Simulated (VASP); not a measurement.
# GaN (P-6m2) in VASP: a series of runs

Runs on GaN. Level: PBE. Tasks: relaxation of cell and atoms, single point.

Program: VASP 6.6.1. These are calculated values, not measurements. Logs are shortened: lines on timing, memory, paths and dates and some standing lists are left out, and cuts for length are marked.

## 1. The cell of the first run

The structure is hexagonal, space group P-6m2 (No. 187). The conventional cell has a = 3.003 Å, b = 3.003 Å, c = 2.675 Å, α = 90.00°, β = 90.00°, γ = 120.00°. Within 3.1 Å of Ga (site symmetry -6m2) lie 6 N at 2.19 Å and 8 Ga at 2.67 to 3.00 Å. N (site symmetry -6m2) has 6 Ga at 2.19 Å and 8 N at 2.67 to 3.00 Å within 3.1 Å.

The cell was built from a structure type or drawn by symmetry, and may not be a known phase.

## 2. Relaxation of cell and atoms, PBE

The input, INCAR:

```
SYSTEM = GaN
ALGO     = Normal         ! electronic algorithm
EDIFF    = 1E-6           ! SCF threshold, eV
EDIFFG   = -0.04          ! ionic threshold
ENCUT    = 600            ! plane-wave cutoff, eV
GGA      = PE             ! functional
IBRION   = 2              ! ionic algorithm
ISIF     = 3              ! what is computed and relaxed
ISMEAR   = 0              ! smearing method
LASPH    = .True.         ! aspherical terms in the spheres
LCHARG   = .False.        ! write CHGCAR
LREAL    = .False.        ! projectors in reciprocal space
LWAVE    = .False.        ! write WAVECAR
NELM     = 100            ! most SCF steps
NSW      = 90             ! ionic steps
PREC     = Accurate       ! precision mode
SIGMA    = 0.1            ! smearing width, eV
```

The input, KPOINTS:

```
k-points
0
Gamma
  6 6 6
  0 0 0
```

The input, POSCAR:

```
GaN
1.0
    3.0027301774      0.0000000000      0.0000000000
   -1.5013650887      2.6004406144      0.0000000000
    0.0000000000      0.0000000000      2.6745605730
Ga N
1 1
Direct
    0.0000000000      0.0000000000      0.5000000000
    0.6666666667      0.3333333333      0.0000000000
```

Potentials or basis: VASP PAW PBE potentials, release 64 (Ga_d, N).

Launch:

```
> cat potpaw_PBE.64/Ga_d/POTCAR potpaw_PBE.64/N/POTCAR > POTCAR
> mpirun -np 1 vasp_std > vasp.out
```

OUTCAR:

```text
SYSTEM = GaN
   EDIFF = 1E-6
   EDIFFG = -0.04
   ENCUT = 600
   GGA = PE
   IBRION = 2
   ISIF = 3
   ISMEAR = 0
   LASPH = .True.
   LREAL = .False.
   NELM = 100
   NSW = 90
   PREC = Accurate

 ion  position               nearest neighbor table
   1  0.000  0.000  0.500-   2 2.19   2 2.19   2 2.19   2 2.19   2 2.19   2 2.19
   2  0.667  0.333  0.000-   1 2.19   1 2.19   1 2.19   1 2.19   1 2.19   1 2.19

  LATTYP: Found a hexagonal cell.
 ALAT       =     3.0027301774
 C/A-ratio  =     0.8907095926

  Lattice vectors:

 A1 = (   3.0027301774,   0.0000000000,   0.0000000000)
 A2 = (  -1.5013650887,   2.6004406144,   0.0000000000)
 A3 = (   0.0000000000,   0.0000000000,   2.6745605730)

Analysis of symmetry for initial positions (statically):
=====================================================================
 Subroutine PRICEL returns:
 Original cell was already a primitive cell.

 Routine SETGRP: Setting up the symmetry group for a
 hexagonal supercell.

 Subroutine GETGRP returns: Found 12 space group operations
 (whereof 12 operations were pure point group operations)
 out of a pool of 24 trial point group operations.

The static configuration has the point symmetry D_3h.

Analysis of symmetry for dynamics (positions and initial velocities):
=====================================================================
 Subroutine PRICEL returns:
 Original cell was already a primitive cell.

 Routine SETGRP: Setting up the symmetry group for a
 hexagonal supercell.

 Subroutine GETGRP returns: Found 12 space group operations
 (whereof 12 operations were pure point group operations)
 out of a pool of 24 trial point group operations.

The dynamic configuration has the point symmetry D_3h.

 Subroutine INISYM returns: Found 12 space group operations
 (whereof 12 operations are pure point group operations),
 and found     1 'primitive' translations

----------------------------------------------------------------------------------------

                                     Primitive cell

  volume of cell :      20.8841

  direct lattice vectors                    reciprocal lattice vectors
     3.002730177  0.000000000  0.000000000     0.333030256  0.192275108  0.000000000
    -1.501365089  2.600440614  0.000000000     0.000000000  0.384550216  0.000000000
     0.000000000  0.000000000  2.674560573     0.000000000  0.000000000  0.373893196

  length of vectors
     3.002730177  3.002730177  2.674560573     0.384550216  0.384550216  0.373893196

  position of ions in fractional coordinates (direct lattice)
     0.000000000  0.000000000  0.500000000
     0.666666667  0.333333333  0.000000000

  ion indices of the primitive-cell ions
   primitive index   ion index
                 1           1
                 2           2

----------------------------------------------------------------------------------------

 KPOINTS: k-points

Automatic generation of k-mesh.
 Grid dimensions read from file:
 generate k-points for:    6    6    6

 Generating k-lattice:

  Cartesian coordinates                     Fractional coordinates (reciprocal lattice)
     0.055505043  0.032045851  0.000000000     0.166666667 -0.000000000  0.000000000
     0.000000000  0.064091703  0.000000000     0.000000000  0.166666667  0.000000000
     0.000000000  0.000000000  0.062315533     0.000000000  0.000000000  0.166666667

  Length of vectors
     0.064091703  0.064091703  0.062315533

  Shift w.r.t. Gamma in fractional coordinates (k-lattice)
     0.000000000  0.000000000  0.000000000

 Subroutine IBZKPT returns following result:
 ===========================================

 Found     28 irreducible k-points:

 Following reciprocal coordinates:
            Coordinates               Weight
  0.000000  0.000000  0.000000      1.000000
  0.166667  0.000000  0.000000      6.000000
  0.333333 -0.000000  0.000000      6.000000
  0.500000  0.000000  0.000000      3.000000
  0.166667  0.166667  0.000000      6.000000
  0.333333  0.166667  0.000000     12.000000
[... 16 lines left out ...]
  0.166667  0.000000  0.500000      6.000000
  0.333333 -0.000000  0.500000      6.000000
 [... further k-points ...]
   k-points           NKPTS =     28   k-points in BZ     NKDIM =     28   number of bands    NBANDS=     13
   number of dos      NEDOS =    301   number of ions     NIONS =      2
   total plane-waves  NPLWV =  13824
   dimension x,y,z NGX =    24 NGY =   24 NGZ =   24
   dimension x,y,z NGXF=    48 NGYF=   48 NGZF=   48
   ions per type =               1   1
   NGX,Y,Z   is equivalent  to a cutoff of  13.29, 13.29, 14.92 a.u.
   NGXF,Y,Z  is equivalent  to a cutoff of  26.58, 26.58, 29.84 a.u.
 SYSTEM =  GaN
   PREC   = accura    normal or accurate (medium, high low for compatibility)
   ISTART =      0    job   : 0-new  1-cont  2-samecut
   ICHARG =      2    charge: 1-file 2-atom 10-const
   ISPIN  =      1    spin polarized calculation?
   LNONCOLLINEAR =      F non collinear calculations
   LSORBIT =      F    spin-orbit coupling
   LASPH  =      T    aspherical Exc in radial PAW
   ENCUT  =  600.0 eV  44.10 Ry    6.64 a.u.   6.00  6.00  5.34*2*pi/ulx,y,z
   NELM   =    100;   NELMIN=  2; NELMDL= -5     # of ELM steps
   EDIFF  = 0.1E-05   stopping-criterion for ELM
   LREAL  =      F    real-space projection
   EDIFFG = -.4E-01   stopping-criterion for IOM
   NSW    =     90    number of steps for IOM
   IBRION =      2    ionic relax: 0-MD 1-quasi-New 2-CG
   NFREE  =      1    steps in history (QN), initial steepest desc. (CG)
   ISIF   =      3    stress and relaxation
   ISYM   =      2    0-nonsym 1-usesym 2-fastsym
   POTIM  = 0.5000    time-step for ionic-motion
   TEBEG  =    0.0;   TEEND  =   0.0 temperature during run
   PSTRESS=    0.0 pullay stress
   NELECT =      18.0000    total number of electrons
   NUPDOWN=      -1.0000    fix difference up-down
   EMIN   =  10.00;   EMAX   =-10.00  energy-range for DOS
   EFERMI =   0.00;   METHOD = LEGACY
   ISMEAR =     0;   SIGMA  =   0.10  broadening in eV -4-tet -1-fermi 0-gaus
   EFERMI_NEDOS =   21; number of points for ismear=-14 and -15
   IALGO  =     38    algorithm
   IMIX   =      4    mixing-type and parameters
     AMIX     =   0.40;   BMIX     =  1.00
     AMIX_MAG =   1.60;   BMIX_MAG =  1.00
  volume/ion in A,a.u.               =      10.44        70.47
  Fermi-wavevector in a.u.,A,eV,Ry     =   1.557975  2.944146 33.025225  2.427286
  Thomas-Fermi vector in A             =   2.661547
   LORBIT       =      0    0 simple, 1 ext, 2 COOP (PROOUT), +10 PAW based schemes
   GGA     = PE    functional components
   LHFCALC =     F    Hartree Fock is set to
   AEXX    =    0.0000 exact exchange contribution
   IVDW    =     0    specifies the selected vdW correction
   LEPSILON=     F    determine dielectric tensor
   LRPA    =     F    only Hartree local field effects (RPA)
 conjugate gradient relaxation of ions
 non-spin polarized calculation
 Gauss-broadening in eV      SIGMA  =   0.10
  energy-cutoff  :      600.00
  volume of cell :       20.88
 maximum number of plane-waves:       714
 NGX is ok and might be reduce to    24
   NGX = 11   NGY = 11   NGZ = 11

--------------------------------------- Ionic step        1  -------------------------------------------

 number of electron      18.0000001 magnetization

 Free energy of the ion-electron system (eV)
  ---------------------------------------------------
  ext. energy  EPLUGINS =         0.00000000
  ---------------------------------------------------
  free energy    TOTEN  =       -10.28011181 eV

  energy without entropy =      -10.27778631  energy(sigma->0) =      -10.27894906

------------------------ aborting loop because EDIFF is reached ----------------------------------------

  FORCE on cell =-STRESS in cart. coord.  units (eV):
  Direction    XX          YY          ZZ          XY          YZ          ZX
  --------------------------------------------------------------------------------------
  -------------------------------------------------------------------------------------
  Total       -0.0757765     -0.0757765      0.1089202      0.0000000      0.0000000      0.0000000
  in kB       -5.8133922     -5.8133922      8.3560909      0.0000000      0.0000000      0.0000000
  external PRESSURE =      -1.0902311 kB  Pullay stress =       0.0000000 kB
[... 57 lines left out ...]
  energy  without entropy=      -10.2774312720  energy(sigma->0) =      -10.27881825

--------------------------------------- Ionic step        3  -------------------------------------------

 number of electron      18.0000003 magnetization

 Free energy of the ion-electron system (eV)
  ---------------------------------------------------
  ext. energy  EPLUGINS =         0.00000000
  ---------------------------------------------------
  free energy    TOTEN  =       -10.28027901 eV

  energy without entropy =      -10.27769922  energy(sigma->0) =      -10.27898911

 E-fermi :   7.3337     XC(G=0): -12.4973

 val. band max:        7.2156161937   @ k =   0.0000   0.0000   0.5000
 cond. band min:       7.4219312138   @ k =   0.3333   0.3333   0.5000
 fundamental gap:      0.2063150200
 Fermi energy:         7.3336777770

 k-point     1 :       0.0000    0.0000    0.0000
  band No.  band energies     occupation
      1      -9.7848      2.00000
      2      -7.6453      2.00000
      3      -7.4685      2.00000
      4      -7.4685      2.00000
      5      -7.1640      2.00000
      6      -7.1640      2.00000
      7       6.1542      2.00000
      8       6.2927      2.00000
      9       6.2927      2.00000
     10       6.9841      2.00000
     11      16.8184      0.00000
     12      16.8184      0.00000
     13      18.2171      0.00000
[... 353 lines left out ...]
 k-point    24 :       0.3333   -0.0000    0.5000
  band No.  band energies     occupation
      1      -8.2325      2.00000
      2      -7.5127      2.00000
      3      -7.4536      2.00000
      4      -7.2385      2.00000
      5      -7.0991      2.00000
      6      -5.1113      2.00000
      7       0.0625      2.00000
      8       3.1990      2.00000
      9       6.7557      2.00000
     10       8.4095      0.00000
     11      14.7118      0.00000
     12      15.5810      0.00000
     13      15.9778      0.00000

 [... further k-points ...]

------------------------ aborting loop because EDIFF is reached ----------------------------------------

  FORCE on cell =-STRESS in cart. coord.  units (eV):
  Direction    XX          YY          ZZ          XY          YZ          ZX
  --------------------------------------------------------------------------------------
  -------------------------------------------------------------------------------------
  Total       -0.0120132     -0.0120132     -0.0163814      0.0000000     -0.0000000      0.0000000
  in kB       -0.9221913     -0.9221913     -1.2575189      0.0000000     -0.0000000      0.0000000
  external PRESSURE =      -1.0339671 kB  Pullay stress =       0.0000000 kB
[... 17 lines left out ...]
  FREE ENERGIE OF THE ION-ELECTRON SYSTEM (eV)
  ---------------------------------------------------
  free  energy   TOTEN  =       -10.2802790060 eV

  energy  without entropy=      -10.2776992192  energy(sigma->0) =      -10.27898911

 reached required accuracy - stopping structural energy minimisation
```

Run time: 26 s. Hardware: 1 thread of Intel Xeon 8259CL, shared host; peak memory 0.14 GiB.

What came out:

```yaml
Free_energy: -10.2803 eV
Relaxed_volume: 10.44 Å³/atom
Relaxed_cell: a = 2.999 Å, b = 2.999 Å, c = 2.679 Å, α = 90.00°, β = 90.00°, γ = 120.00°
Space_group_after_relaxing_to_0.1_Å: P-6m2 (No. 187)
Energy_gained_by_relaxing: 0.1 meV/atom
Ionic_steps: 3
Pressure_after_relaxing: -0.1 GPa
Band_gap_on_the_k_mesh: zero (bands 9 and 10 overlap by 0.98 eV)
```

Step by step:
```csv
step,energy change (eV),largest force (eV/Å),pressure (GPa),volume (Å³)
1,0.0000,0.0000,-0.11,20.88
2,-0.0001,0.0000,-0.09,20.86
3,-0.0002,0.0000,-0.10,20.87
```

Final structure:
```yaml
crystal:
  lattice:
    - [2.99944, 0.00000, 0.00000]
    - [-1.49972, 2.59760, 0.00000]
    - [0.00000, 0.00000, 2.67877]
  atoms:
    - { symbol: Ga, position: [0.00000, 0.00000, 0.50000] }
    - { symbol: N, position: [0.66667, 0.33333, 0.00000] }
```

Levels at points of the mesh, in eV from the Fermi level:
```tsv
k point	band 7	band 8	band 9	band 10	band 11	band 12
(0.00, 0.00, 0.00)	-1.18	-1.04	-1.04	-0.35	9.48	9.48
(0.50, 0.00, 0.00)	-8.54	-2.83	0.10	2.39	7.08	11.46
(0.00, 0.00, 0.50)	-9.13	-0.12	-0.12	5.15	5.73	12.34
(0.50, 0.00, 0.50)	-6.03	-5.30	-1.09	-0.72	7.17	7.80
```

Caveat: the k points lie up to 0.40 Å⁻¹ apart in the final cell, too coarse for converged energies and pressures of a metal.

## 3. Single point, PBE, collinear spin, ferromagnetic start

This run uses another cell than the first one, of 13.12 Å³/atom.

The input, INCAR:

```
PREC = Accurate
ENCUT = 520
EDIFF = 1E-6
ISMEAR = 0
SIGMA = 0.1
LREAL = F
LASPH = T
NELM = 150
ALGO = Normal
ISIF = 2
LWAVE = F
LCHARG = T
ISPIN = 2
MAGMOM = 0 1
LORBIT = 11
GGA = PE
LELF = T
LVHAR = T
NBANDS = 20
```

The input, KPOINTS:

```
Automatic mesh
0
Gamma
  6 6 4
```

The input, POSCAR:

```
GaN
1.0
    2.6317986900      0.0000000000      0.0000000000
   -1.3158993400      2.2792045200      0.0000000000
    0.0000000000      0.0000000000      4.3759089200
Ga N
1 1
Direct
    0.0000000000      0.0000000000      0.5000000000
    0.6666666700      0.3333333300      0.0000000000
```

Potentials or basis: VASP PAW PBE potentials, release 64 (Ga_d, N).

Launch:

```
> cat potpaw_PBE.64/Ga_d/POTCAR potpaw_PBE.64/N/POTCAR > POTCAR
> mpirun -np 1 vasp_std > vasp.out
```

OUTCAR:

```text
PREC = Accurate
   ENCUT = 520
   EDIFF = 1E-6
   ISMEAR = 0
   LREAL = F
   LASPH = T
   NELM = 150
   ISIF = 2
   ISPIN = 2
   LORBIT = 11
   GGA = PE

 ion  position               nearest neighbor table
   1  0.000  0.000  0.500-
   2  0.667  0.333  0.000-

  LATTYP: Found a hexagonal cell.
 ALAT       =     2.6317986900
 C/A-ratio  =     1.6627065499

  Lattice vectors:
[... 1174 lines left out ...]
  Total        1.2046851      1.2046851     -3.6391182      0.0000000     -0.0000000     -0.0000000
  in kB       73.5325923     73.5325921   -222.1275926      0.0000002     -0.0000000     -0.0000000
  external PRESSURE =     -25.0208027 kB  Pullay stress =       0.0000000 kB

 VOLUME and BASIS-vectors are now :
 -----------------------------------------------------------------------------
  energy-cutoff  :      520.00
  volume of cell :       26.25
      direct lattice vectors                 reciprocal lattice vectors
     2.631798690  0.000000000  0.000000000     0.379968272  0.219374783  0.000000000
    -1.315899340  2.279204520  0.000000000     0.000000000  0.438749569  0.000000000
     0.000000000  0.000000000  4.375908920     0.000000000  0.000000000  0.228523952

 POSITION                                       TOTAL-FORCE (eV/Angst)
 -----------------------------------------------------------------------------------
      0.00000      0.00000      2.18795         0.000000      0.000000      0.000000
      1.31590      0.75973      0.00000        -0.000000      0.000000      0.000000
 -----------------------------------------------------------------------------------
    total drift:                               -0.000009      0.000005      0.000000

  FREE ENERGIE OF THE ION-ELECTRON SYSTEM (eV)
  ---------------------------------------------------
  free  energy   TOTEN  =        -7.1318549541 eV

  energy  without entropy=       -7.1257858925  energy(sigma->0) =       -7.12882042

 total charge

# of ion       s       p       d       tot
------------------------------------------
    1        0.958   0.579  10.001  11.539
    2        1.364   1.984   0.000   3.348
--------------------------------------------------
tot          2.322   2.563  10.001  14.887

 magnetization (x)

# of ion       s       p       d       tot
------------------------------------------
    1        0.039  -0.003   0.012   0.047
    2        0.025   0.877   0.000   0.901
--------------------------------------------------
tot          0.064   0.873   0.012   0.948
```

OSZICAR:

```text
N       E                     dE             d eps       ncg     rms          rms(c)
DAV:   1     0.117564084460E+03    0.11756E+03   -0.80216E+03  1848   0.152E+03
DAV:   2     0.347536626456E+01   -0.11409E+03   -0.10425E+03  1720   0.357E+02
DAV:   3    -0.734696784778E+01   -0.10822E+02   -0.10572E+02  1996   0.753E+01
DAV:   4    -0.752066647047E+01   -0.17370E+00   -0.17355E+00  1912   0.103E+01
DAV:   5    -0.752207163554E+01   -0.14052E-02   -0.14051E-02  1980   0.909E-01    0.363E+00
DAV:   6    -0.721531743916E+01    0.30675E+00   -0.16102E+00  2332   0.188E+01    0.229E+00
DAV:   7    -0.713576381822E+01    0.79554E-01   -0.18459E-01  2208   0.364E+00    0.924E-01
DAV:   8    -0.713487414297E+01    0.88968E-03   -0.40322E-02  1896   0.135E+00    0.507E-01
DAV:   9    -0.713130102529E+01    0.35731E-02   -0.84353E-03  2292   0.856E-01    0.206E-01
DAV:  10    -0.713174578303E+01   -0.44476E-03   -0.76802E-04  1932   0.266E-01    0.106E-01
DAV:  11    -0.713186447712E+01   -0.11869E-03   -0.21579E-04  2076   0.134E-01    0.549E-02
DAV:  12    -0.713185030086E+01    0.14176E-04   -0.70592E-05  2052   0.698E-02    0.187E-02
DAV:  13    -0.713185651797E+01   -0.62171E-05   -0.94419E-06  1968   0.206E-02    0.816E-03
DAV:  14    -0.713185455388E+01    0.19641E-05   -0.90699E-07  1384   0.946E-03    0.174E-03
DAV:  15    -0.713185495413E+01   -0.40026E-06   -0.32959E-07   904   0.483E-03
   1 F= -.71318550E+01 E0= -.71288204E+01  d E =-.606906E-02  mag=     1.3001
```

stdout:

```text
POSCAR found type information on POSCAR GaN
 POSCAR found :  2 types and       2 ions
 scaLAPACK will be used
 LDA part: xc-table for (Slater+PW92), standard interpolation
 POSCAR, INCAR and KPOINTS ok, starting setup
 FFT: planning ... GRIDC
 FFT: planning ... GRID_SOFT
 FFT: planning ... GRID
 WAVECAR not read
 entering main loop
```

Wall time 47 s (1 thread of Intel Xeon 8259CL, shared host); peak memory 0.16 GiB.

What came out:

- Free energy: -7.1319 eV
- Pressure: -2.5 GPa
- Net moment: 1.30 μB per cell
- Site moments: Ga +0.05; N +0.90 μB
- Valence electrons inside the program's atomic spheres: Ga 11.54; N 3.35

Stress tensor (GPa, compression positive):
```
  7.35   0.00   0.00
  0.00   7.35   0.00
  0.00   0.00 -22.21
```

Caveat: the k points lie up to 0.46 Å⁻¹ apart.

[end of part 1 of 2]
